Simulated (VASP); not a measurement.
# Zn in VASP: single point with PBE

Aim: the single point of Zn with PBE.

All numbers are computed with VASP 6.6.1; they aren't measurements. Logs are shortened: lines on timing, memory, paths and dates and some standing lists are left out, and cuts for length are marked.

## Step 1: The cell of the first run

The cell holds a slab with vacuum, 6 atoms: a = 2.636 Å, b = 2.636 Å, c = 28.731 Å, α = 90.00°, β = 90.00°, γ = 120.00°.

## Step 2: Single point, PBE

Contents of POSCAR:

```
Zn
1.0
    2.6356265446      0.0000000000      0.0000000000
   -1.3178132723      2.2825195426      0.0000000000
    0.0000000000      0.0000000000     28.7313000000
Zn
6
Direct
    0.8333333330      0.1666666670      0.2784412324
    0.1666666670      0.8333333330      0.3670647395
    0.8333333330      0.1666666670      0.4556882465
    0.1666666670      0.8333333330      0.5443117535
    0.8333333330      0.1666666670      0.6329352605
    0.1666666670      0.8333333330      0.7215587676
```

Contents of INCAR.step1:

```
SYSTEM = Zn
PREC = Accurate ; ENCUT = 520
EDIFF = 1E-6 ; ISMEAR = -1
SIGMA = 0.08 ; LREAL = .FALSE.
LASPH = .TRUE. ; NELM = 60
ALGO = Normal ; ISIF = 2
LWAVE = .FALSE. ; LCHARG = .TRUE.
LDIPOL = .TRUE. ; IDIPOL = 3
DIPOL = 0.5 0.5 0.500 ; GGA = PE
NBANDS = 45
```

Contents of KPOINTS.step1:

```
Automatic mesh
0
G
  16 16 1
  0 0 0
```

Contents of INCAR.step2:

```
SYSTEM = Zn
PREC = Accurate ; ENCUT = 520
EDIFF = 1E-6 ; ISMEAR = -5
SIGMA = 0.08 ; LREAL = .FALSE.
LASPH = .TRUE. ; NELM = 60
ALGO = Normal ; ISIF = 2
LWAVE = .FALSE. ; LCHARG = .FALSE.
LDIPOL = .TRUE. ; IDIPOL = 3
DIPOL = 0.5 0.5 0.500 ; GGA = PE
LORBIT = 11 ; NEDOS = 1001
ICHARG = 11
```

Contents of KPOINTS.step2:

```
Automatic mesh
0
G
  24 24 1
  0 0 0
```

Potentials or basis: VASP PAW PBE potentials, release 64 (Zn).

Started as:

```sh
> cat potpaw_PBE.64/Zn/POTCAR > POTCAR
> cp INCAR.step1 INCAR
> cp KPOINTS.step1 KPOINTS
> mpirun -np 1 vasp_std > vasp.out
> cp INCAR.step2 INCAR
> cp KPOINTS.step2 KPOINTS
> mpirun -np 1 vasp_std > vasp.out
```

OUTCAR:

```text
SYSTEM = Zn
   PREC = Accurate
   ENCUT = 520
   EDIFF = 1E-6
   ISMEAR = -5
   LREAL = .FALSE.
   LASPH = .TRUE.
   NELM = 60
   ISIF = 2
   GGA = PE
   LORBIT = 11
   ICHARG = 11

 ion  position               nearest neighbor table
   1  0.833  0.167  0.278-   2 2.97   2 2.97   2 2.97
   2  0.167  0.833  0.367-   3 2.97   3 2.97   3 2.97   1 2.97   1 2.97   1 2.97
   3  0.833  0.167  0.456-   4 2.97   2 2.97   4 2.97   2 2.97   4 2.97   2 2.97
   4  0.167  0.833  0.544-   3 2.97   5 2.97   3 2.97   5 2.97   3 2.97   5 2.97
   5  0.833  0.167  0.633-   4 2.97   4 2.97   4 2.97   6 2.97   6 2.97   6 2.97
   6  0.167  0.833  0.722-   5 2.97   5 2.97   5 2.97

  LATTYP: Found a hexagonal cell.
 ALAT       =     2.6356265446
 C/A-ratio  =    10.9011271187

  Lattice vectors:

 A1 = (   2.6356265446,   0.0000000000,   0.0000000000)
 A2 = (  -1.3178132723,   2.2825195426,   0.0000000000)
 A3 = (   0.0000000000,   0.0000000000,  28.7313000000)

Analysis of symmetry for initial positions (statically):
=====================================================================
 Subroutine PRICEL returns:
 Original cell was already a primitive cell.

 Routine SETGRP: Setting up the symmetry group for a
 hexagonal supercell.

 Subroutine GETGRP returns: Found 12 space group operations
 (whereof  4 operations were pure point group operations)
 out of a pool of 24 trial point group operations.

The static configuration has the point symmetry C_2h.
 The point group associated with its full space group is D_3d.

Analysis of symmetry for dynamics (positions and initial velocities):
=====================================================================
 Subroutine PRICEL returns:
 Original cell was already a primitive cell.

 Routine SETGRP: Setting up the symmetry group for a
 hexagonal supercell.

 Subroutine GETGRP returns: Found 12 space group operations
 (whereof  4 operations were pure point group operations)
 out of a pool of 24 trial point group operations.

The dynamic configuration has the point symmetry C_2h.
 The point group associated with its full space group is D_3d.

 Subroutine INISYM returns: Found 12 space group operations
 (whereof  4 operations are pure point group operations),
 and found     1 'primitive' translations

----------------------------------------------------------------------------------------

                                     Primitive cell

  volume of cell :     172.8437

[... 119 lines left out ...]
  volume/ion in A,a.u.               =      28.81       194.40
  Fermi-wavevector in a.u.,A,eV,Ry     =   1.222647  2.310468 20.338885  1.494866
  Thomas-Fermi vector in A             =   2.357786
   LORBIT       =     11    0 simple, 1 ext, 2 COOP (PROOUT), +10 PAW based schemes
   GGA     = PE    functional components
   LHFCALC =     F    Hartree Fock is set to
   AEXX    =    0.0000 exact exchange contribution
   IVDW    =     0    specifies the selected vdW correction
   LEPSILON=     F    determine dielectric tensor
   LRPA    =     F    only Hartree local field effects (RPA)
 non-spin polarized calculation
 Fermi weights with tetrahedron method with Bloechl corrections
  energy-cutoff  :      520.00
  volume of cell :      172.84
 maximum number of plane-waves:      4737
 NGX is ok and might be reduce to    20

 number of electron      72.0000028 magnetization

 dipolmoment           0.000000      0.000000      0.000000 electrons x Angstroem

 Free energy of the ion-electron system (eV)
  ---------------------------------------------------
  ext. energy  EPLUGINS =         0.00000000
  ---------------------------------------------------
  free energy    TOTEN  =        -6.40932537 eV

  energy without entropy =       -6.40932537  energy(sigma->0) =       -6.40932537

 E-fermi :  -0.3454     XC(G=0):  -6.6722

 val. band max:       -0.3351168291   @ k =   0.3750   0.1250   0.0000
 cond. band min:      -0.3464205692   @ k =   0.3750   0.2083   0.0000
 fundamental gap:     -0.0113037401
 Fermi energy:        -0.3453686214

 k-point     1 :       0.0000    0.0000    0.0000
  band No.  band energies     occupation
      1     -10.4430      2.00000
      2     -10.0496      2.00000
      3      -9.5114      2.00000
      4      -9.0695      2.00000
      5      -8.8838      2.00000
      6      -8.8671      2.00000
[... 1093 lines left out ...]
     42       2.9731      0.00000
     43       3.9367      0.00000

 [... further k-points ...]

------------------------ aborting loop because EDIFF is reached ----------------------------------------

 vacuum level on the upper side and lower side of the slab       (xc-potential included)        -0.121        -0.121

  FORCE on cell =-STRESS in cart. coord.  units (eV):
  Direction    XX          YY          ZZ          XY          YZ          ZX
  --------------------------------------------------------------------------------------
  -------------------------------------------------------------------------------------
  Total       -0.7082455     -0.7082455     -0.5097372      0.0000000      0.0000000      0.0000000
  in kB       -6.5650911     -6.5650911     -4.7250157      0.0000000      0.0000000      0.0000000
  external PRESSURE =      -5.9517327 kB  Pullay stress =       0.0000000 kB

 VOLUME and BASIS-vectors are now :
 -----------------------------------------------------------------------------
  energy-cutoff  :      520.00
  volume of cell :      172.84
      direct lattice vectors                 reciprocal lattice vectors
     2.635626545  0.000000000  0.000000000     0.379416425  0.219056175  0.000000000
    -1.317813272  2.282519543  0.000000000     0.000000000  0.438112350  0.000000000
     0.000000000  0.000000000 28.731300000     0.000000000  0.000000000  0.034805247

 POSITION                                       TOTAL-FORCE (eV/Angst)
 -----------------------------------------------------------------------------------
      1.97672      0.38042      7.99998        -0.000000      0.000000      0.011702
     -0.65891      1.90210     10.54625         0.000000     -0.000000      0.032609
      1.97672      0.38042     13.09252         0.000000      0.000000     -0.025543
     -0.65891      1.90210     15.63878        -0.000000      0.000000      0.025543
      1.97672      0.38042     18.18505        -0.000000     -0.000000     -0.032609
     -0.65891      1.90210     20.73132        -0.000000     -0.000000     -0.011702
 -----------------------------------------------------------------------------------
    total drift:                                0.000000      0.000000     -0.000000

  FREE ENERGIE OF THE ION-ELECTRON SYSTEM (eV)
  ---------------------------------------------------
  free  energy   TOTEN  =        -6.4093253733 eV

  energy  without entropy=       -6.4093253733  energy(sigma->0) =       -6.40932537

 vacuum level on the upper side and lower side of the slab         3.619         3.619

 total charge

# of ion       s       p       d       tot
------------------------------------------
    1        0.609   0.413   9.715  10.737
    2        0.600   0.450   9.718  10.768
    3        0.598   0.448   9.720  10.766
    4        0.598   0.448   9.720  10.766
    5        0.600   0.450   9.718  10.768
    6        0.609   0.413   9.715  10.737
--------------------------------------------------
tot          3.615   2.623  58.306  64.544
```

It took 5.1 min on 1 thread of Intel Xeon 6975P-C (Granite Rapids), shared host; peak memory 0.46 GiB.

Results:

| Property | Result |
| --- | --- |
| Valence electrons inside the program's atomic spheres | Zn 10.74, 10.77 (each value once) |
